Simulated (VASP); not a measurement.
Set up this calculation in VASP 6.6.1, as the native input.

```
Task                   : single point
Functional             : PBE
Dispersion             : D3(BJ)
Potentials or basis    : VASP PAW PBE potentials, release 64 (H, C)
Cutoff                 : 520 eV
k mesh                 : 1 × 1 × 1
Occupations            : fermi-dirac, width 0.05 eV
Spin                   : no spin polarisation
Dipole correction      : no
Further INCAR settings : LREAL = Auto; ALGO = Normal; EDIFF = 1e-07; NBANDS = 40
```

The structure of H6C lies in POSCAR:

```
H6C
1.0
    7.1919660000      0.0000000000      0.0000000000
    0.0000000000      7.1919660000      0.0000000000
    0.0000000000      0.0000000000      7.1919660000
H C
24 4
Direct
    0.4108751348      0.5870717409      0.2512803870
    0.5102221006      0.5821634863      0.2769618210
    0.6907568807      0.6123082339      0.8427598239
    0.7750731858      0.6902980353      0.8449150066
    0.3347485236      0.9640062258      0.4821908224
    0.2674233999      1.0355582882      0.5196631908
    0.6419524230      0.0761822289      0.6045773854
    0.6801061073      0.0747917885      0.7034655058
    0.3769761982      0.5703447430      0.7228343404
    0.1285601183      0.5357644905      0.6841940020
    0.2074537060      0.7128787872      0.8263387230
    0.2225538886      0.4709560640      0.9000320636
    0.1570502419     -0.0395163158     -0.0097608915
    0.2629044687      0.1567443450      0.1100950700
    0.2098452635      0.1636687381     -0.1337742698
    0.3975686203      0.0153504619     -0.0595108486
    0.9515339755      0.1266274062      0.2673955911
    0.7120028098      0.1276285233      0.2160744364
    0.8309132718     -0.0695498282      0.1693695437
    0.8515056940      0.1357625995      0.0257926692
   -0.1779068477      0.6315936421      0.2536302313
   -0.1317164180      0.7263382502      0.4769627665
    0.0569524383      0.7049115638      0.3189531207
   -0.0562711225      0.4928276913      0.4044373958
    0.2431741196      0.5741267409      0.7889775897
    0.2551180025      0.0686043288     -0.0183677175
    0.8491141365      0.0853313266      0.1705375137
   -0.0764881258      0.6414240557      0.3582052529
```

These files were run (other wordings do the same):

INCAR

```
SYSTEM = H6C
  PREC = Accurate
  ENCUT = 520
  EDIFF = 1E-7
  ISMEAR = -1
  SIGMA = 0.05
  LREAL = Auto
  LASPH = .True.
  NELM = 80
  ALGO = Normal
  ISIF = 2
  LWAVE = .False.
  LCHARG = .True.
  GGA = PE
  IVDW = 12
  LELF = .True.
  LVHAR = .True.
  NBANDS = 40
```

KPOINTS

```
regular mesh
0
Gamma
  1 1 1
  0 0 0
```

Potentials or basis: VASP PAW PBE potentials, release 64 (H, C).

Command:

```sh
$ cat potpaw_PBE.64/H/POTCAR potpaw_PBE.64/C/POTCAR > POTCAR
$ mpirun -np 1 vasp_gam > vasp.out
```

It gave:

The pressure is -0.5 GPa and the largest force is 2.951 eV/Å. The band gap on the k mesh is 7.73 eV. The dispersion energy per atom is -0.022 eV.

Caveat: the k points lie up to 0.87 Å⁻¹ apart.

Run time: 30 s on 1 thread of Intel(R) Xeon(R) 6975P-C (Granite Rapids), with other jobs on the host, peak memory 0.34 GiB.
